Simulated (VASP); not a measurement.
# Rh (Im-3m) in VASP: further runs

The runs below take Rh through single point, relaxation of cell and atoms, with RPBE.

Program: VASP 6.6.1. These are calculated values, not measurements. Logs are shortened: lines on timing, memory, paths and dates and some standing lists are left out, and cuts for length are marked.

## 1. The cell of the first run

It takes space group Im-3m (No. 229, cubic). Conventional cell: a = 3.173 Å, b = 3.173 Å, c = 3.173 Å, α = 90.00°, β = 90.00°, γ = 90.00°. Rh (site symmetry m-3m) has 14 Rh at 2.75 to 3.17 Å within 3.6 Å.

## 2. Single point, RPBE (volume scaled by 1.08)

INCAR

```
ALGO = Normal ; EDIFF = 1E-7
ENCUT = 520 ; GGA = RP
ISIF = 2 ; ISMEAR = -1
LASPH = T ; LCHARG = T
LELF = T ; LREAL = F
LVHAR = T ; LWAVE = F
NBANDS = 14 ; NELM = 100
PREC = Accurate ; SIGMA = 0.1
```

KPOINTS

```
k-points
0
Gamma
  16 16 16
```

POSCAR

```
Rh
1.0
   -1.5864975623      1.5864975623      1.5864975623
    1.5864975623     -1.5864975623      1.5864975623
    1.5864975623      1.5864975623     -1.5864975623
Rh
1
Direct
    0.0000000000      0.0000000000      0.0000000000
```

Potentials or basis: VASP PAW PBE potentials, release 64 (Rh_pv).

Launch:

```bash
$ cat potpaw_PBE.64/Rh_pv/POTCAR > POTCAR
$ mpirun -np 1 vasp_std > vasp.out
```

OUTCAR:

```text
EDIFF = 1E-7
   ENCUT = 520
   GGA = RP
   ISIF = 2
   ISMEAR = -1
   LASPH = T
   LREAL = F
   NELM = 100
   PREC = Accurate

 ion  position               nearest neighbor table
   1  0.000  0.000  0.000-

  LATTYP: Found a body centered cubic cell.
 ALAT       =     3.1729951246

  Lattice vectors:

 A1 = (  -1.5864975623,   1.5864975623,   1.5864975623)
 A2 = (   1.5864975623,  -1.5864975623,   1.5864975623)
 A3 = (   1.5864975623,   1.5864975623,  -1.5864975623)

Analysis of symmetry for initial positions (statically):
=====================================================================
 Subroutine PRICEL returns:
 Original cell was already a primitive cell.

 Routine SETGRP: Setting up the symmetry group for a
 body centered cubic supercell.

 Subroutine GETGRP returns: Found 48 space group operations
 (whereof 48 operations were pure point group operations)
 out of a pool of 48 trial point group operations.

The static configuration has the point symmetry O_h .

Analysis of symmetry for dynamics (positions and initial velocities):
=====================================================================
 Subroutine PRICEL returns:
 Original cell was already a primitive cell.

 Routine SETGRP: Setting up the symmetry group for a
 body centered cubic supercell.

 Subroutine GETGRP returns: Found 48 space group operations
 (whereof 48 operations were pure point group operations)
 out of a pool of 48 trial point group operations.

The dynamic configuration has the point symmetry O_h .

 Subroutine INISYM returns: Found 48 space group operations
 (whereof 48 operations are pure point group operations),
 and found     1 'primitive' translations

----------------------------------------------------------------------------------------

                                     Primitive cell

  volume of cell :      15.9727

  direct lattice vectors                    reciprocal lattice vectors
    -1.586497562  1.586497562  1.586497562     0.000000000  0.315159640  0.315159640
     1.586497562 -1.586497562  1.586497562     0.315159640  0.000000000  0.315159640
     1.586497562  1.586497562 -1.586497562     0.315159640  0.315159640  0.000000000

  length of vectors
     2.747894384  2.747894384  2.747894384     0.445703037  0.445703037  0.445703037

  position of ions in fractional coordinates (direct lattice)
     0.000000000  0.000000000  0.000000000

  ion indices of the primitive-cell ions
   primitive index   ion index
                 1           1

----------------------------------------------------------------------------------------

 KPOINTS: k-points

Automatic generation of k-mesh.
 Grid dimensions read from file:
 generate k-points for:   16   16   16

 Generating k-lattice:

  Cartesian coordinates                     Fractional coordinates (reciprocal lattice)
     0.000000000  0.019697477  0.019697477     0.062500000  0.000000000  0.000000000
     0.019697477  0.000000000  0.019697477     0.000000000  0.062500000  0.000000000
     0.019697477  0.019697477  0.000000000     0.000000000  0.000000000  0.062500000

  Length of vectors
     0.027856440  0.027856440  0.027856440

  Shift w.r.t. Gamma in fractional coordinates (k-lattice)
     0.000000000  0.000000000  0.000000000

 Subroutine IBZKPT returns following result:
 ===========================================

 Found    145 irreducible k-points:

 Following reciprocal coordinates:
            Coordinates               Weight
  0.000000  0.000000  0.000000      1.000000
  0.062500  0.000000  0.000000     12.000000
  0.125000  0.000000  0.000000     12.000000
  0.187500  0.000000  0.000000     12.000000
  0.250000  0.000000  0.000000     12.000000
  0.312500  0.000000  0.000000     12.000000
[... 16 lines left out ...]
  0.187500  0.187500  0.000000     24.000000
  0.250000  0.187500 -0.000000     48.000000
 [... further k-points ...]
   k-points           NKPTS =    145   k-points in BZ     NKDIM =    145   number of bands    NBANDS=     14
   number of dos      NEDOS =    301   number of ions     NIONS =      1
   total plane-waves  NPLWV =   8000
   dimension x,y,z NGX =    20 NGY =   20 NGZ =   20
   dimension x,y,z NGXF=    40 NGYF=   40 NGZF=   40
   ions per type =               1
   NGX,Y,Z   is equivalent  to a cutoff of  12.10, 12.10, 12.10 a.u.
   NGXF,Y,Z  is equivalent  to a cutoff of  24.20, 24.20, 24.20 a.u.
 SYSTEM =  unknown system
   PREC   = accura    normal or accurate (medium, high low for compatibility)
   ISTART =      0    job   : 0-new  1-cont  2-samecut
   ICHARG =      2    charge: 1-file 2-atom 10-const
   ISPIN  =      1    spin polarized calculation?
   LNONCOLLINEAR =      F non collinear calculations
   LSORBIT =      F    spin-orbit coupling
   LASPH  =      T    aspherical Exc in radial PAW
   ENCUT  =  520.0 eV  38.22 Ry    6.18 a.u.   5.11  5.11  5.11*2*pi/ulx,y,z
   NELM   =    100;   NELMIN=  2; NELMDL= -5     # of ELM steps
   EDIFF  = 0.1E-06   stopping-criterion for ELM
   LREAL  =      F    real-space projection
   EDIFFG = 0.1E-05   stopping-criterion for IOM
   NSW    =      0    number of steps for IOM
   IBRION =     -1    ionic relax: 0-MD 1-quasi-New 2-CG
   NFREE  =      0    steps in history (QN), initial steepest desc. (CG)
   ISIF   =      2    stress and relaxation
   ISYM   =      2    0-nonsym 1-usesym 2-fastsym
   POTIM  = 0.5000    time-step for ionic-motion
   TEBEG  =    0.0;   TEEND  =   0.0 temperature during run
   PSTRESS=    0.0 pullay stress
   NELECT =      15.0000    total number of electrons
   NUPDOWN=      -1.0000    fix difference up-down
   EMIN   =  10.00;   EMAX   =-10.00  energy-range for DOS
   EFERMI =   0.00;   METHOD = LEGACY
   ISMEAR =    -1;   SIGMA  =   0.10  broadening in eV -4-tet -1-fermi 0-gaus
   EFERMI_NEDOS =   21; number of points for ismear=-14 and -15
   IALGO  =     38    algorithm
   IMIX   =      4    mixing-type and parameters
     AMIX     =   0.40;   BMIX     =  1.00
     AMIX_MAG =   1.60;   BMIX_MAG =  1.00
  volume/ion in A,a.u.               =      15.97       107.79
  Fermi-wavevector in a.u.,A,eV,Ry     =   1.603169  3.029549 34.969004  2.570149
  Thomas-Fermi vector in A             =   2.699874
   LORBIT       =      0    0 simple, 1 ext, 2 COOP (PROOUT), +10 PAW based schemes
   GGA     = RP    functional components
   LHFCALC =     F    Hartree Fock is set to
   AEXX    =    0.0000 exact exchange contribution
   IVDW    =     0    specifies the selected vdW correction
   LEPSILON=     F    determine dielectric tensor
   LRPA    =     F    only Hartree local field effects (RPA)
 non-spin polarized calculation
  energy-cutoff  :      520.00
  volume of cell :       15.97
 maximum number of plane-waves:       456
   NGX = 11   NGY = 11   NGZ = 11

 number of electron      14.9999992 magnetization

 Free energy of the ion-electron system (eV)
  ---------------------------------------------------
  ext. energy  EPLUGINS =         0.00000000
  ---------------------------------------------------
  free energy    TOTEN  =        -6.26703036 eV

  energy without entropy =       -6.17972467  energy(sigma->0) =       -6.22337751

 E-fermi :   9.3275     XC(G=0): -12.9582

 val. band max:        9.3231277775   @ k =  -0.4375   0.5000   0.3750
 cond. band min:       9.3276441350   @ k =  -0.1875   0.2500   0.0625
 fundamental gap:      0.0045163575
 Fermi energy:         9.3275146492

 k-point     1 :       0.0000    0.0000    0.0000
  band No.  band energies     occupation
      1     -36.5325      2.00000
      2     -36.5325      2.00000
      3     -36.5325      2.00000
      4       2.6101      2.00000
      5       6.9642      2.00000
      6       6.9642      2.00000
      7       6.9642      2.00000
      8       8.9634      1.94889
      9       8.9634      1.94889
     10      27.5570      0.00000
     11      27.5570      0.00000
     12      27.5570      0.00000
     13      30.7740      0.00000
     14      36.0115      0.00000

 k-point     2 :       0.0625    0.0000    0.0000
  band No.  band energies     occupation
      1     -36.5498      2.00000
      2     -36.5384      2.00000
      3     -36.5325      2.00000
      4       2.7549      2.00000
      5       6.9114      2.00000
      6       6.9646      2.00000
      7       7.0718      2.00000
      8       8.8996      1.97266
      9       8.9672      1.94697
     10      27.5303      0.00000
     11      27.5936      0.00000
     12      27.7450      0.00000
     13      30.7742      0.00000
     14      34.6939      0.00000

 k-point     3 :       0.1250    0.0000    0.0000
  band No.  band energies     occupation
      1     -36.5987      2.00000
      2     -36.5551      2.00000
      3     -36.5323      2.00000
      4       3.1696      2.00000
      5       6.7640      2.00000
      6       6.9593      2.00000
      7       7.3867      2.00000
      8       8.7562      1.99342
      9       8.9804      1.93970
     10      27.2391      0.00000
     11      27.5615      0.00000
     12      28.2863      0.00000
     13      30.7738      0.00000
     14      33.3342      0.00000
[... 324 lines left out ...]
 k-point    23 :       0.1875    0.1875    0.0000
  band No.  band energies     occupation
      1     -36.8330      2.00000
      2     -36.6403      2.00000
      3     -36.5636      2.00000
      4       5.1637      2.00000
      5       6.3213      2.00000
      6       6.6165      2.00000
      7       8.5064      1.99946
      8       9.2320      1.44415
      9      10.1538      0.00052
     10      23.3288      0.00000
     11      23.7798      0.00000
     12      27.7082      0.00000
     13      30.1311      0.00000
     14      30.7749      0.00000

 k-point    24 :       0.2500    0.1875   -0.0000
  band No.  band energies     occupation
      1     -36.8781      2.00000
      2     -36.6778      2.00000
      3     -36.5692      2.00000
      4       5.2960      2.00000
      5       6.1442      2.00000
      6       6.9978      2.00000
      7       8.6156      1.99838
      8       9.3207      1.03392
      9      11.3284      0.00000
     10      21.2586      0.00000
     11      22.7973      0.00000
     12      26.7584      0.00000
     13      30.7521      0.00000
     14      30.7762      0.00000

 [... further k-points ...]
[... 5 lines left out ...]
  --------------------------------------------------------------------------------------
  -------------------------------------------------------------------------------------
  Total       -1.3241735     -1.3241735     -1.3241735      0.0000000      0.0000000     -0.0000000
  in kB     -132.8242178   -132.8242178   -132.8242178      0.0000000      0.0000000     -0.0000000
  external PRESSURE =    -132.8242178 kB  Pullay stress =       0.0000000 kB

 VOLUME and BASIS-vectors are now :
 -----------------------------------------------------------------------------
  energy-cutoff  :      520.00
  volume of cell :       15.97
      direct lattice vectors                 reciprocal lattice vectors
    -1.586497562  1.586497562  1.586497562     0.000000000  0.315159640  0.315159640
     1.586497562 -1.586497562  1.586497562     0.315159640  0.000000000  0.315159640
     1.586497562  1.586497562 -1.586497562     0.315159640  0.315159640  0.000000000

 POSITION                                       TOTAL-FORCE (eV/Angst)
 -----------------------------------------------------------------------------------
      0.00000      0.00000      0.00000         0.000000     -0.000000     -0.000000
 -----------------------------------------------------------------------------------
    total drift:                                0.000000     -0.000000      0.000000

  FREE ENERGIE OF THE ION-ELECTRON SYSTEM (eV)
  ---------------------------------------------------
  free  energy   TOTEN  =        -6.2670303580 eV

  energy  without entropy=       -6.1797246654  energy(sigma->0) =       -6.22337751
```

Run time: 22 s. Hardware: 1 thread of Intel Xeon Platinum 8488C (Sapphire Rapids), shared host; peak memory 0.15 GiB.

Results:

```yaml
Free_energy: -6.2670 eV
Pressure: -13.3 GPa
```

Levels at points of the mesh, in eV from the Fermi level:
```csv
k point,band 6,band 7,band 8,band 9,band 10,band 11
"(0.00, 0.00, 0.00)",-2.36,-2.36,-0.36,-0.36,18.23,18.23
"(0.50, 0.00, 0.00)",-0.43,-0.11,1.27,1.45,8.05,14.33
"(0.50, 0.50, 0.50)",0.87,0.87,0.87,8.90,8.90,8.90
```

Caveat: the cell differs from its parent crystal (volume scaled by 1.08); the PAW data sets were made with another functional, which shifts forces and pressure a little.

## 3. Single point, RPBE (volume scaled by 1.12)

INCAR

```
  PREC = Accurate
  ENCUT = 520
  EDIFF = 1E-6
  ISMEAR = -1
  SIGMA = 0.1
  LREAL = F
  LASPH = T
  NELM = 60
  ALGO = Normal
  ISIF = 2
  LWAVE = F
  LCHARG = F
  GGA = RP
  NBANDS = 14
```

KPOINTS

```
regular mesh
0
Gamma
  16 16 16
```

POSCAR

```
Rh
1.0
   -1.6058470006      1.6058470006      1.6058470006
    1.6058470006     -1.6058470006      1.6058470006
    1.6058470006      1.6058470006     -1.6058470006
Rh
1
Direct
    0.0000000000      0.0000000000      0.0000000000
```

Potentials or basis: VASP PAW PBE potentials, release 64 (Rh_pv).

Launch:

```bash
$ cat potpaw_PBE.64/Rh_pv/POTCAR > POTCAR
$ mpirun -np 1 vasp_std > vasp.out
```

Run time: 19 s. Hardware: 1 thread of Intel Xeon Platinum 8488C (Sapphire Rapids), shared host; peak memory 0.16 GiB.

The run converged. Its results:

| Quantity | Value |
| --- | --- |
| Free energy | -6.2096 eV |
| Pressure | -17.8 GPa |

Levels at points of the mesh, in eV from the Fermi level:
```csv
k point,band 5,band 6,band 7,band 8,band 9,band 10,band 11,band 12
"(0.00, 0.00, 0.00)",-2.24,-2.24,-2.24,-0.34,-0.34,18.13,18.13,18.13
"(0.50, 0.00, 0.00)",-3.40,-0.41,-0.11,1.19,1.48,7.72,14.22,16.74
"(0.50, 0.50, 0.50)",-4.46,0.81,0.81,0.81,8.74,8.74,8.74,16.55
```

Caveat: the cell differs from its parent crystal (volume scaled by 1.12); the PAW data sets were made with another functional, which shifts forces and pressure a little.

## 4. Relaxation of cell and atoms, RPBE

This run uses another cell than the first one, of 13.75 Å³/atom, 0.861 times its volume.

INCAR

```
SYSTEM = Rh
  PREC = Accurate
  ENCUT = 600
  EDIFF = 1E-7
  ISMEAR = -1
  SIGMA = 0.1
  LREAL = .False.
  LASPH = .True.
  NELM = 100
  ALGO = Normal
  ISIF = 3
  LWAVE = .False.
  LCHARG = .False.
  GGA = RP
  IBRION = 2
  NSW = 80
  EDIFFG = -0.01
```

KPOINTS

```
regular mesh
0
Gamma
  15 15 15
  0 0 0
```

POSCAR

```
Rh
1.0
   -1.5092612352      1.5092612352      1.5092612352
    1.5092612352     -1.5092612352      1.5092612352
    1.5092612352      1.5092612352     -1.5092612352
Rh
1
Direct
    0.0000000000      0.0000000000      0.0000000000
```

Launch:

```bash
$ cat potpaw_PBE.64/Rh_pv/POTCAR > POTCAR
$ mpirun -np 1 vasp_std > vasp.out
```

Run time: 64 s. Hardware: 1 thread of Intel Xeon Platinum 8488C (Sapphire Rapids), shared host; peak memory 0.16 GiB.

The run converged. Its results:

| Item | Value |
| --- | --- |
| Free energy | -6.3170 eV |
| Relaxed volume | 14.79 Å³/atom |
| Relaxed cell | a = 2.679 Å, b = 2.679 Å, c = 2.679 Å, α = 109.47°, β = 109.47°, γ = 109.47° |
| Space group after relaxing (to 0.05 Å) | Im-3m (No. 229) |
| Energy gained by relaxing | 56.1 meV/atom |
| Ionic steps | 4 |
| Pressure after relaxing | -0.1 GPa |

The path:
```
step  energy change (eV)  largest force (eV/Å)  pressure (GPa)  volume (Å³)
   1              0.0000                0.0000           18.71        13.75
   2              0.1336                0.0000          -21.39        17.20
   3             -0.0559                0.0000           -0.80        14.84
   4             -0.0561                0.0000           -0.09        14.79
```

Final structure:
```xyz
1
Lattice="-1.5465 1.5465 1.5465 1.5465 -1.5465 1.5465 1.5465 1.5465 -1.5465" Properties=species:S:1:pos:R:3 pbc="T T T"
Rh    0.0000    0.0000    0.0000
```

Levels at points of the mesh, in eV from the Fermi level:
```csv
k point,band 6,band 7,band 8,band 9,band 10,band 11
"(0.00, 0.00, 0.00)",-2.67,-2.67,-0.43,-0.43,18.39,18.39
```

Caveat: the PAW data sets were made with another functional, which shifts forces and pressure a little.

## 5. Single point, RPBE

This run uses another cell than the first one, of 14.79 Å³/atom, 0.926 times its volume.

INCAR

```
ALGO = Normal
EDIFF = 1E-6
ENCUT = 520
GGA = RP
ISIF = 2
ISMEAR = -1
LASPH = T
LCHARG = F
LREAL = F
LWAVE = F
NBANDS = 14
NELM = 60
PREC = Accurate
SIGMA = 0.1
```

KPOINTS

```
k-points
0
Gamma
  23 23 23
```

POSCAR

```
Rh
1.0
   -1.5463156713      1.5463156713      1.5463156713
    1.5463156713     -1.5463156713      1.5463156713
    1.5463156713      1.5463156713     -1.5463156713
Rh
1
Direct
    0.0000000000      0.0000000000      0.0000000000
```

Potentials or basis: VASP PAW PBE potentials, release 64 (Rh_pv).

Launch:

```bash
$ cat potpaw_PBE.64/Rh_pv/POTCAR > POTCAR
$ mpirun -np 1 vasp_std > vasp.out
```

OUTCAR:

```text
EDIFF = 1E-6
   ENCUT = 520
   GGA = RP
   ISIF = 2
   ISMEAR = -1
   LASPH = T
   LREAL = F
   NELM = 60
   PREC = Accurate

 ion  position               nearest neighbor table
   1  0.000  0.000  0.000-

  LATTYP: Found a body centered cubic cell.
 ALAT       =     3.0926313426

  Lattice vectors:

 A1 = (  -1.5463156713,   1.5463156713,   1.5463156713)
 A2 = (   1.5463156713,  -1.5463156713,   1.5463156713)
 A3 = (   1.5463156713,   1.5463156713,  -1.5463156713)

[... 575 lines left out ...]
      5       7.6559      2.00000
      6       7.7567      2.00000
      7       8.6362      2.00000
      8       9.7980      1.99906
      9      10.2026      1.94750
     10      28.6510      0.00000
     11      29.2536      0.00000
     12      29.8139      0.00000
     13      31.8159      0.00000
     14      34.8056      0.00000

 [... further k-points ...]
[... 5 lines left out ...]
  --------------------------------------------------------------------------------------
  -------------------------------------------------------------------------------------
  Total        0.0105324      0.0105324      0.0105324      0.0000000     -0.0000000      0.0000000
  in kB        1.1409949      1.1409949      1.1409949      0.0000000     -0.0000000      0.0000000
  external PRESSURE =       1.1409949 kB  Pullay stress =       0.0000000 kB

 VOLUME and BASIS-vectors are now :
 -----------------------------------------------------------------------------
  energy-cutoff  :      520.00
  volume of cell :       14.79
      direct lattice vectors                 reciprocal lattice vectors
    -1.546315671  1.546315671  1.546315671     0.000000000  0.323349242  0.323349242
     1.546315671 -1.546315671  1.546315671     0.323349242  0.000000000  0.323349242
     1.546315671  1.546315671 -1.546315671     0.323349242  0.323349242  0.000000000

 POSITION                                       TOTAL-FORCE (eV/Angst)
 -----------------------------------------------------------------------------------
      0.00000      0.00000      0.00000         0.000000      0.000000     -0.000000
 -----------------------------------------------------------------------------------
    total drift:                                0.000000     -0.000000      0.000000

  FREE ENERGIE OF THE ION-ELECTRON SYSTEM (eV)
  ---------------------------------------------------
  free  energy   TOTEN  =        -6.3202089668 eV

  energy  without entropy=       -6.2436853007  energy(sigma->0) =       -6.28194713
```

It took 50 s on 1 thread of Intel Xeon Platinum 8488C (Sapphire Rapids), shared host; peak memory 0.18 GiB.

What came out:

| Item | Value |
| --- | --- |
| Free energy | -6.3202 eV |
| Pressure | 0.1 GPa |

Levels at points of the mesh, in eV from the Fermi level:
| k point | band 5 | band 6 | band 7 | band 8 | band 9 | band 10 | band 11 | band 12 |
| --- | --- | --- | --- | --- | --- | --- | --- | --- |
| (0.00, 0.00, 0.00) | -2.66 | -2.66 | -2.66 | -0.42 | -0.42 | 18.39 | 18.39 | 18.39 |

Caveat: the PAW data sets were made with another functional, which shifts forces and pressure a little.

## 6. The runs side by side

```csv
task,cell,k mesh,cutoff (eV),gap on the mesh (eV),pressure (GPa)
single point,"a = 2.748 Å, angles 109.5°, 1 atom",16 × 16 × 16,520,none,-13.3
single point,"a = 2.781 Å, angles 109.5°, 1 atom",16 × 16 × 16,520,none,-17.8
relaxation of cell and atoms,"relaxed from a = 2.614 Å, angles 109.5°, 1 atom",15 × 15 × 15,600,none,-0.1
single point,"a = 2.678 Å, angles 109.5°, 1 atom",23 × 23 × 23,520,none,0.1
```

Alike in all rows: level RPBE; potentials or basis VASP PAW PBE potentials, release 64 (Rh_pv); no spin polarisation; smearing fermi-dirac 0.1 eV.

Caveats: the PAW data sets were made with another functional, which shifts forces and pressure a little.

Absolute energies hang on the potentials; compare differences alone.
